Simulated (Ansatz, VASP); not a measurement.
**BeTe in VASP and in Ansatz**

```
Be Te
1.0
     0.00000    2.83187    2.83187
     2.83187    0.00000    2.83187
     2.83187    2.83187    0.00000
Be Te
1 1
Direct
  0.00000 0.00000 0.00000
  0.25000 0.25000 0.25000
```

Alike in both runs: task relaxation of cell and atoms; functional PBE; dispersion D3(BJ); k mesh 8 × 8 × 8; occupations gaussian, width 0.02 eV; no spin polarisation.

```csv
,VASP,Ansatz
version,VASP 6.6.1,Ansatz 0.2.0
potentials or method,"VASP PAW PBE potentials, release 64 (Be, Te), cutoff 600 eV","scalar-relativistic, plane waves, PAW"
valence electrons in the cell,8,18
```

Ansatz gave:

| Item | Value |
| --- | --- |
| gap on the k mesh at the Fermi level, each at its own relaxed structure (eV) | 1.92 |
| relaxed volume (Å³/atom) | 21.73 |
| relaxed cell length with the largest relative difference (Å) | 3.947 |

Problem. Which values does VASP return?

Solution. gap on the k mesh at the Fermi level, each at its own relaxed structure (eV): 1.91; relaxed volume (Å³/atom): 21.79; relaxed cell length with the largest relative difference (Å): 3.950.

VASP's potentials hold 8 valence electrons a cell and Ansatz's 18, so a difference there can come from the potentials and not from the codes.

Spin-orbit coupling is off throughout.
